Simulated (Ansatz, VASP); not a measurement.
MgS in VASP and in Ansatz

```
Mg S
1.0
     0.00000    2.60165    2.62767
     2.60165    0.00000    2.62767
     2.60165    2.60165    0.00000
Mg S
1 1
Direct
  0.00000 0.00000 0.00000
  0.50000 0.50000 0.50000
```

Change from the starting cell: zz strain of +1 %, PAW files.

Alike in both runs: task electric field gradients; functional PBEsol; k mesh 10 × 10 × 10; occupations fermi-dirac, width 0.03 eV; no spin polarisation.

```csv
,VASP,Ansatz
version,VASP 6.6.1,Ansatz 0.2.0
potentials or method,"VASP PAW PBE potentials, release 64 (Mg, S)","PAW with Ansatz's default frozen-core files, scalar-relativistic"
plane-wave cutoff (eV),520,420
valence electrons in the cell,8,16
```

VASP gave:

* gap on the k mesh at the Fermi level (eV): 2.64
* pressure (GPa): -1.8
* traceless stress, the component that is largest in VASP (GPa): -0.64
* size of Vzz on the site where it differs most (V/Å²): 0.7

Problem. Which values does Ansatz return?

Solution. gap on the k mesh at the Fermi level (eV): 2.64; pressure (GPa): -1.6; traceless stress, the component that is largest in VASP (GPa): -0.64; size of Vzz on the site where it differs most (V/Å²): 0.6.

VASP's potentials were made for PBE, not for PBEsol. With one functional, cell and mesh, what is left measures potentials, basis and numerics. VASP's potentials hold 8 valence electrons a cell and Ansatz's 16, so a difference there can come from the potentials and not from the codes.
